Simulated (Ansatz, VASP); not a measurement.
# One calculation of CuB2, two programs

```
CELL_PARAMETERS angstrom
2.38636 0.00000 0.00000
0.00000 2.38636 0.00000
0.00000 0.00000 4.55611
ATOMIC_POSITIONS crystal
Cu 0.00000 0.00000 0.00000
B 0.50000 0.50000 0.31785
B 0.50000 0.50000 0.68215
```

Change from the starting cell: species swapped into the Ga2Cu type (P4/mmm, No. 123).

Alike in both runs: functional PBE; k mesh 8 × 8 × 4; occupations gaussian, width 0.1 eV; no spin polarisation.

Ansatz relaxed the structure, and its values are those at the end. VASP's run is a single point on that final structure, the one shown.

|  | VASP | Ansatz |
| --- | --- | --- |
| version | VASP 6.6.1 | Ansatz 0.2.0 |
| potentials or method | VASP PAW PBE potentials, release 64 (Cu, B), cutoff 520 eV | scalar-relativistic, plane waves, PAW |
| valence electrons in the cell | 17 | 25 |

|  | VASP | Ansatz | Ansatz less VASP |
| --- | --- | --- | --- |
| gap on the k mesh at the Fermi level (eV) | none | none | - |
| pressure (GPa) | 0.0 | 0.0 | -0.03 |
| rms of the force components (eV/Å) | 0.026 | 0.010 | -0.0160 |

A gap of «none» marks a metal or a gap that the smearing closes. With one functional, cell and mesh, what is left measures potentials, basis and numerics. VASP's potentials hold 17 valence electrons a cell and Ansatz's 25, so a difference there can come from the potentials and not from the codes.
